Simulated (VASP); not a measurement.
# GaGe (F-43m) in VASP: notebook

The runs below take GaGe through single point, with PBEsol, PBE-based screened hybrid with 50 % exact exchange, PBEsol-based global hybrid with 25 % exact exchange.

All numbers are computed with VASP 6.6.1; they aren't measurements. Logs are shortened: lines on timing, memory, paths and dates and some standing lists are left out, and cuts for length are marked.

## 1. The cell of the first run

The structure is cubic, space group F-43m (No. 216). Conventional cell: a = 5.796 Å, b = 5.796 Å, c = 5.796 Å, α = 90.00°, β = 90.00°, γ = 90.00°. Within 3.3 Å of Ge (site symmetry -43m) lie 4 Ga at 2.51 Å. Within 3.3 Å of Ga (site symmetry -43m) lie 4 Ge at 2.51 Å.

## 2. Single point, PBEsol

INCAR

```
SYSTEM = GaGe
PREC = Accurate ; ENCUT = 520
EDIFF = 1E-6 ; ISMEAR = -1
SIGMA = 0.03 ; LREAL = .False.
LASPH = .True. ; NELM = 100
ALGO = Normal ; ISIF = 2
LWAVE = .False. ; LCHARG = .False.
GGA = PS ; NBANDS = 20
```

KPOINTS

```
Automatic mesh
0
Gamma
  5 5 5
  0 0 0
```

POSCAR

```
GaGe
1.0
    0.0000000000      2.8978440000      2.8978440000
    2.8978440000      0.0000000000      2.8978440000
    2.8978440000      2.8978440000      0.0000000000
Ge Ga
1 1
Direct
    0.0000000000      0.0000000000      0.0000000000
    0.2500000000      0.2500000000      0.2500000000
```

Potentials or basis: VASP PAW PBE potentials, release 64 (Ge_d, Ga_d).

Launch:

```
$ cat potpaw_PBE.64/Ge_d/POTCAR potpaw_PBE.64/Ga_d/POTCAR > POTCAR
$ mpirun -np 1 vasp_std > vasp.out
```

OUTCAR:

```text
SYSTEM = GaGe
   PREC = Accurate
   ENCUT = 520
   EDIFF = 1E-6
   ISMEAR = -1
   LREAL = .False.
   LASPH = .True.
   NELM = 100
   ISIF = 2
   GGA = PS

 ion  position               nearest neighbor table
   1  0.000  0.000  0.000-   2 2.51   2 2.51   2 2.51   2 2.51
   2  0.250  0.250  0.250-   1 2.51   1 2.51   1 2.51   1 2.51

  LATTYP: Found a face centered cubic cell.
 ALAT       =     5.7956880000

  Lattice vectors:

 A1 = (   0.0000000000,   2.8978440000,   2.8978440000)
 A2 = (   2.8978440000,   0.0000000000,   2.8978440000)
 A3 = (   2.8978440000,   2.8978440000,   0.0000000000)

Analysis of symmetry for initial positions (statically):
=====================================================================
 Subroutine PRICEL returns:
 Original cell was already a primitive cell.

 Routine SETGRP: Setting up the symmetry group for a
 face centered cubic supercell.

 Subroutine GETGRP returns: Found 24 space group operations
 (whereof 24 operations were pure point group operations)
 out of a pool of 48 trial point group operations.

The static configuration has the point symmetry T_d .

Analysis of symmetry for dynamics (positions and initial velocities):
=====================================================================
 Subroutine PRICEL returns:
 Original cell was already a primitive cell.

 Routine SETGRP: Setting up the symmetry group for a
 face centered cubic supercell.

 Subroutine GETGRP returns: Found 24 space group operations
 (whereof 24 operations were pure point group operations)
 out of a pool of 48 trial point group operations.

The dynamic configuration has the point symmetry T_d .

 Subroutine INISYM returns: Found 24 space group operations
 (whereof 24 operations are pure point group operations),
 and found     1 'primitive' translations

----------------------------------------------------------------------------------------

                                     Primitive cell

  volume of cell :      48.6693

  direct lattice vectors                    reciprocal lattice vectors
     0.000000000  2.897844000  2.897844000    -0.172542069  0.172542069  0.172542069
     2.897844000  0.000000000  2.897844000     0.172542069 -0.172542069  0.172542069
     2.897844000  2.897844000  0.000000000     0.172542069  0.172542069 -0.172542069

  length of vectors
[... 61 lines left out ...]
   ISPIN  =      1    spin polarized calculation?
   LNONCOLLINEAR =      F non collinear calculations
   LSORBIT =      F    spin-orbit coupling
   LASPH  =      T    aspherical Exc in radial PAW
   ENCUT  =  520.0 eV  38.22 Ry    6.18 a.u.   7.62  7.62  7.62*2*pi/ulx,y,z
   NELM   =    100;   NELMIN=  2; NELMDL= -5     # of ELM steps
   EDIFF  = 0.1E-05   stopping-criterion for ELM
   LREAL  =      F    real-space projection
   EDIFFG = 0.1E-04   stopping-criterion for IOM
   NSW    =      0    number of steps for IOM
   IBRION =     -1    ionic relax: 0-MD 1-quasi-New 2-CG
   NFREE  =      0    steps in history (QN), initial steepest desc. (CG)
   ISIF   =      2    stress and relaxation
   ISYM   =      2    0-nonsym 1-usesym 2-fastsym
   POTIM  = 0.5000    time-step for ionic-motion
   TEBEG  =    0.0;   TEEND  =   0.0 temperature during run
   PSTRESS=    0.0 pullay stress
   NELECT =      27.0000    total number of electrons
   NUPDOWN=      -1.0000    fix difference up-down
   EMIN   =  10.00;   EMAX   =-10.00  energy-range for DOS
   EFERMI =   0.00;   METHOD = LEGACY
   ISMEAR =    -1;   SIGMA  =   0.03  broadening in eV -4-tet -1-fermi 0-gaus
   EFERMI_NEDOS =   21; number of points for ismear=-14 and -15
   IALGO  =     38    algorithm
   IMIX   =      4    mixing-type and parameters
     AMIX     =   0.40;   BMIX     =  1.00
     AMIX_MAG =   1.60;   BMIX_MAG =  1.00
  volume/ion in A,a.u.               =      24.33       164.22
  Fermi-wavevector in a.u.,A,eV,Ry     =   1.345172  2.542006 24.619567  1.809487
  Thomas-Fermi vector in A             =   2.473106
   LORBIT       =      0    0 simple, 1 ext, 2 COOP (PROOUT), +10 PAW based schemes
   GGA     = PS    functional components
   LHFCALC =     F    Hartree Fock is set to
   AEXX    =    0.0000 exact exchange contribution
   IVDW    =     0    specifies the selected vdW correction
   LEPSILON=     F    determine dielectric tensor
   LRPA    =     F    only Hartree local field effects (RPA)
 non-spin polarized calculation
  energy-cutoff  :      520.00
  volume of cell :       48.67
 maximum number of plane-waves:      1363
   NGX = 15   NGY = 15   NGZ = 15

 number of electron      26.9999991 magnetization

 Free energy of the ion-electron system (eV)
  ---------------------------------------------------
  ext. energy  EPLUGINS =         0.00000000
  ---------------------------------------------------
  free energy    TOTEN  =        -7.94971485 eV

  energy without entropy =       -7.94489845  energy(sigma->0) =       -7.94730665

 E-fermi :   2.8727     XC(G=0):  -9.7359

 val. band max:        2.8197240640   @ k =  -0.4000   0.2000   0.0000
 cond. band min:       3.1028539893   @ k =   0.2000   0.2000   0.0000
 fundamental gap:      0.2831299253
 Fermi energy:         2.8727039336

 k-point     1 :       0.0000    0.0000    0.0000
  band No.  band energies     occupation
      1     -20.9601      2.00000
      2     -20.9601      2.00000
      3     -20.9601      2.00000
      4     -20.9404      2.00000
      5     -20.9404      2.00000
      6     -11.3831      2.00000
[... 219 lines left out ...]
     19      13.2266      0.00000
     20      14.6716      0.00000

------------------------ aborting loop because EDIFF is reached ----------------------------------------

  FORCE on cell =-STRESS in cart. coord.  units (eV):
  Direction    XX          YY          ZZ          XY          YZ          ZX
  --------------------------------------------------------------------------------------
  -------------------------------------------------------------------------------------
  Total       -0.8542849     -0.8542849     -0.8542849      0.0000000      0.0000000      0.0000000
  in kB      -28.1227842    -28.1227842    -28.1227842      0.0000000      0.0000000      0.0000000
  external PRESSURE =     -28.1227842 kB  Pullay stress =       0.0000000 kB

 VOLUME and BASIS-vectors are now :
 -----------------------------------------------------------------------------
  energy-cutoff  :      520.00
  volume of cell :       48.67
      direct lattice vectors                 reciprocal lattice vectors
     0.000000000  2.897844000  2.897844000    -0.172542069  0.172542069  0.172542069
     2.897844000  0.000000000  2.897844000     0.172542069 -0.172542069  0.172542069
     2.897844000  2.897844000  0.000000000     0.172542069  0.172542069 -0.172542069

 POSITION                                       TOTAL-FORCE (eV/Angst)
 -----------------------------------------------------------------------------------
      0.00000      0.00000      0.00000         0.000000      0.000000      0.000000
      1.44892      1.44892      1.44892        -0.000000     -0.000000     -0.000000
 -----------------------------------------------------------------------------------
    total drift:                                0.000001      0.000001      0.000001

  FREE ENERGIE OF THE ION-ELECTRON SYSTEM (eV)
  ---------------------------------------------------
  free  energy   TOTEN  =        -7.9497148528 eV

  energy  without entropy=       -7.9448984536  energy(sigma->0) =       -7.94730665
```

OSZICAR:

```text
N       E                     dE             d eps       ncg     rms          rms(c)
DAV:   1     0.164090866046E+03    0.16409E+03   -0.14129E+04   416   0.293E+03
DAV:   2     0.172721354212E+02   -0.14682E+03   -0.14361E+03   412   0.561E+02
DAV:   3    -0.716596869444E+01   -0.24438E+02   -0.24349E+02   452   0.139E+02
DAV:   4    -0.801385948716E+01   -0.84789E+00   -0.84762E+00   448   0.281E+01
DAV:   5    -0.802873471011E+01   -0.14875E-01   -0.14875E-01   440   0.416E+00    0.223E+00
DAV:   6    -0.796641850844E+01    0.62316E-01   -0.10215E-01   476   0.499E+00    0.123E+00
DAV:   7    -0.795019851239E+01    0.16220E-01   -0.30116E-02   532   0.220E+00    0.267E-01
DAV:   8    -0.794960551544E+01    0.59300E-03   -0.57189E-03   416   0.861E-01    0.581E-02
DAV:   9    -0.794969729395E+01   -0.91779E-04   -0.32891E-04   456   0.240E-01    0.245E-02
DAV:  10    -0.794971306800E+01   -0.15774E-04   -0.41398E-05   440   0.620E-02    0.632E-03
DAV:  11    -0.794971477503E+01   -0.17070E-05   -0.49304E-06   472   0.263E-02    0.138E-03
DAV:  12    -0.794971485276E+01   -0.77727E-07   -0.46450E-07   264   0.926E-03
   1 F= -.79497149E+01 E0= -.79473067E+01  d E =-.481640E-02
```

Wall time 5.6 s (1 thread of Intel Xeon 6975P-C (Granite Rapids), shared host); peak memory 0.16 GiB.

Results:

| Quantity | Value |
| --- | --- |
| Free energy | -7.9497 eV |
| Pressure | -2.8 GPa |
| Band gap on the k mesh | zero (an odd number of electrons rules out a gap without spin polarisation) |

Caveat: the k points lie up to 0.38 Å⁻¹ apart, too coarse for converged energies and pressures of a metal; the PAW data sets were made with another functional, which shifts forces and pressure a little.

## 3. Single point, PBE-based screened hybrid with 50 % exact exchange

POSCAR is that of step 2.

INCAR.step1

```
PREC = Accurate ; ENCUT = 520
EDIFF = 1E-5 ; ISMEAR = -1
SIGMA = 0.05 ; LREAL = False
LASPH = True ; NELM = 60
ALGO = Normal ; ISIF = 2
LWAVE = True ; LCHARG = False
GGA = PE ; NBANDS = 20
```

INCAR.step2

```
PREC = Accurate ; ENCUT = 520
EDIFF = 1E-6 ; ISMEAR = -1
SIGMA = 0.05 ; LREAL = False
LASPH = True ; NELM = 60
ALGO = Normal ; ISIF = 2
LWAVE = False ; LCHARG = False
GGA = PE ; LHFCALC = True
AEXX = 0.5 ; HFSCREEN = 0.2078699
PRECFOCK = Normal ; ISTART = 1
NBANDS = 20
```

KPOINTS

```
Automatic mesh
0
Gamma
  5 5 5
```

Potentials or basis: VASP PAW PBE potentials, release 64 (Ge_d, Ga_d).

Launch:

```
$ cat potpaw_PBE.64/Ge_d/POTCAR potpaw_PBE.64/Ga_d/POTCAR > POTCAR
$ cp INCAR.step1 INCAR
$ mpirun -np 1 vasp_std > vasp.out
$ cp INCAR.step2 INCAR
$ mpirun -np 1 vasp_std > vasp.out
```

It took 27 min on 1 thread of Intel Xeon Platinum 8375C at 2.90GHz (Ice Lake), shared host; peak memory 0.3 GiB.

Results (log left out):

```yaml
Free_energy: -9.5605 eV
Pressure: -2.7 GPa
Band_gap_on_the_k_mesh: zero (an odd number of electrons rules out a gap without spin polarisation)
```

Levels at points of the mesh, in eV from the Fermi level:
```tsv
k point	band 11	band 12	band 13	band 14	band 15	band 16
(0.00, 0.00, 0.00)	-12.94	2.28	2.28	2.28	3.73	5.68
```

Caveat: the k points lie up to 0.38 Å⁻¹ apart, too coarse for converged energies and pressures of a metal; the PAW data sets were made with another functional, which shifts forces and pressure a little.

## 4. Single point, PBEsol-based global hybrid with 25 % exact exchange

This run uses another cell than the first one, of 22.71 Å³/atom.

POSCAR

```
GaGe
1.0
    0.0000000000      2.8319940339      2.8319940339
    2.8319940339      0.0000000000      2.8319940339
    2.8319940339      2.8319940339      0.0000000000
Ge Ga
1 1
Direct
    0.0000000000      0.0000000000      0.0000000000
    0.2500000000      0.2500000000      0.2500000000
```

INCAR.step1

```
ALGO = Normal ; EDIFF = 1E-5
ENCUT = 520 ; GGA = PE
ISIF = 2 ; ISMEAR = -1
LASPH = True ; LREAL = False
LWAVE = True ; NBANDS = 20
NELM = 80 ; PREC = Accurate
SIGMA = 0.05
```

INCAR.step2

```
AEXX = 0.25 ; ALGO = Normal
EDIFF = 1E-6 ; ENCUT = 520
GGA = PS ; ISIF = 2
ISMEAR = -1 ; ISTART = 1
LASPH = True ; LCHARG = True
LELF = True ; LHFCALC = True
LREAL = False ; LVHAR = True
LWAVE = False ; NBANDS = 20
NELM = 80 ; PREC = Accurate
PRECFOCK = Normal ; SIGMA = 0.05
```

KPOINTS

```
k-points
0
Gamma
  4 4 4
```

Launch:

```
$ cat potpaw_PBE.64/Ge_d/POTCAR potpaw_PBE.64/Ga_d/POTCAR > POTCAR
$ cp INCAR.step1 INCAR
$ mpirun -np 1 vasp_std > vasp.out
$ cp INCAR.step2 INCAR
$ mpirun -np 1 vasp_std > vasp.out
```

It took 19 min on 1 thread of Intel Xeon Platinum 8488C (Sapphire Rapids), shared host; peak memory 0.18 GiB.

Results (log left out):

| Quantity | Value |
| --- | --- |
| Free energy | -9.6066 eV |
| Pressure | 0.0 GPa |
| Band gap on the k mesh | zero (an odd number of electrons rules out a gap without spin polarisation) |

Levels at points of the mesh, in eV from the Fermi level:
```
           k point  band 11  band 12  band 13  band 14  band 15  band 16  band 17  band 18
(0.00, 0.00, 0.00)   -12.95     2.15     2.15     2.15     3.62     5.21     5.21     5.21
(0.50, 0.00, 0.00)   -10.53    -7.02     0.50     0.50     3.03     6.19     6.19     9.02
(0.50, 0.50, 0.00)    -9.21    -7.40    -2.30    -2.30     2.76     2.96    13.01    13.01
```

Caveat: the k points lie up to 0.48 Å⁻¹ apart, too coarse for converged energies and pressures of a metal; the PAW data sets were made with another functional, which shifts forces and pressure a little.

## 5. Overview

```tsv
level	cell	k mesh	smearing	grid for exact exchange (PRECFOCK)	share of exact exchange	screening parameter	gap on the mesh (eV)	pressure (GPa)
PBEsol	a = 4.098 Å, angles 60.0°, 2 atoms	5 × 5 × 5	fermi-dirac 0.03 eV	-	-	-	none	-2.8
PBE-based screened hybrid with 50 % exact exchange	a = 4.098 Å, angles 60.0°, 2 atoms	5 × 5 × 5	fermi-dirac 0.05 eV	Normal	0.5	0.20787 1/Å	none	-2.7
PBEsol-based global hybrid with 25 % exact exchange	a = 4.005 Å, angles 60.0°, 2 atoms	4 × 4 × 4	fermi-dirac 0.05 eV	Normal	0.25	-	none	0.0
```

Alike in all rows: task single point; potentials or basis VASP PAW PBE potentials, release 64 (Ge_d, Ga_d); no spin polarisation; cutoff (eV) 520.

Caveats: all runs use coarse meshes; the PAW data sets were made with another functional, which shifts forces and pressure a little.

Total energies depend on the potentials used, so only differences within one code and one set of settings carry meaning.
